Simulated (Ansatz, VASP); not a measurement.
# ZnSe in VASP and in Ansatz

```
CELL_PARAMETERS angstrom
0.00000 2.55337 3.61047
2.55337 0.00000 3.61047
2.55337 2.55337 0.00000
ATOMIC_POSITIONS crystal
Zn 0.00000 0.00000 0.00000
Se 0.75000 0.75000 0.75000
```

Alike in both runs: task single point; functional PBE; k mesh 10 × 10 × 10; occupations gaussian, width 0.05 eV; no spin polarisation.

```csv
,VASP,Ansatz
version,VASP 6.6.1,Ansatz 0.2.0
potentials or method,"VASP PAW PBE potentials, release 64 (Zn, Se), cutoff 520 eV","scalar-relativistic, plane waves, PAW"
valence electrons in the cell,18,28
```

```tsv
	VASP	Ansatz	Ansatz less VASP
gap on the k mesh at the Fermi level (eV)	none	none	-
pressure (GPa)	-1.0	-1.1	-0.15
traceless stress, the component that is largest in VASP (GPa)	-13.04	-13.09	-0.056
```

A gap of «none» marks a metal or a gap that the smearing closes. With one functional, cell and mesh, what is left measures potentials, basis and numerics. VASP's potentials hold 18 valence electrons a cell and Ansatz's 28, so a difference there can come from the potentials and not from the codes.
